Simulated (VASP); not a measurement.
NaLiZnS2, 5 atoms in the cell. The structure is trigonal, space group P3m1 (No. 156). Conventional cell: a = 3.863 Å, b = 3.863 Å, c = 7.029 Å, α = 90.00°, β = 90.00°, γ = 120.00°. Within 3.7 Å of Na (site symmetry 3m) lie 6 S at 2.82 to 3.03 Å and 3 Li at 3.22 Å and 3 Zn at 3.67 Å. Within 3.1 Å of Li (site symmetry 3m) lie 4 S at 2.31 to 2.65 Å and 3 Zn at 2.86 Å. Zn (site symmetry 3m) has 4 S at 2.39 Å and 3 Li at 2.86 Å within 3.2 Å. Within 3.2 Å of S (site symmetry 3m) lie 3 Zn at 2.39 Å and 1 Li at 2.65 Å and 3 Na at 3.03 Å. Within 3.1 Å of S (site symmetry 3m) lie 3 Li at 2.31 Å and 1 Zn at 2.39 Å and 3 Na at 2.82 Å.  This cell differs from its parent crystal: strain -0.030 along x and y, +0.030 along z.

- Program: VASP 6.6.1
- Task: single point
- Functional: PBEsol
- Potentials or basis: VASP PAW PBE potentials, release 64 (Na_pv, Li_sv, Zn, S)
- Cutoff: 520 eV
- k mesh: 9 × 9 × 4
- Occupations: gaussian, width 0.05 eV
- Spin: no spin polarisation
- Dipole correction: no
- Further INCAR settings: ALGO = Normal; EDIFF = 1e-07; NBANDS = 25

Potentials or basis: VASP PAW PBE potentials, release 64 (Na_pv, Li_sv, Zn, S).

Run with:

```bash
$ cat potpaw_PBE.64/Na_pv/POTCAR potpaw_PBE.64/Li_sv/POTCAR potpaw_PBE.64/Zn/POTCAR potpaw_PBE.64/S/POTCAR > POTCAR
$ mpirun -np 1 vasp_std > vasp.out
```

Hardware: 1 thread of AMD EPYC 9R45 96-Core Processor (Zen 5) (shared host).

Question: Estimate the wall time of this run.

Answer: Run time: 59 s on 1 thread of AMD EPYC 9R45 96-Core Processor (Zen 5) (shared host), peak memory 0.23 GiB. Counts: scf iterations 16, k points 43.
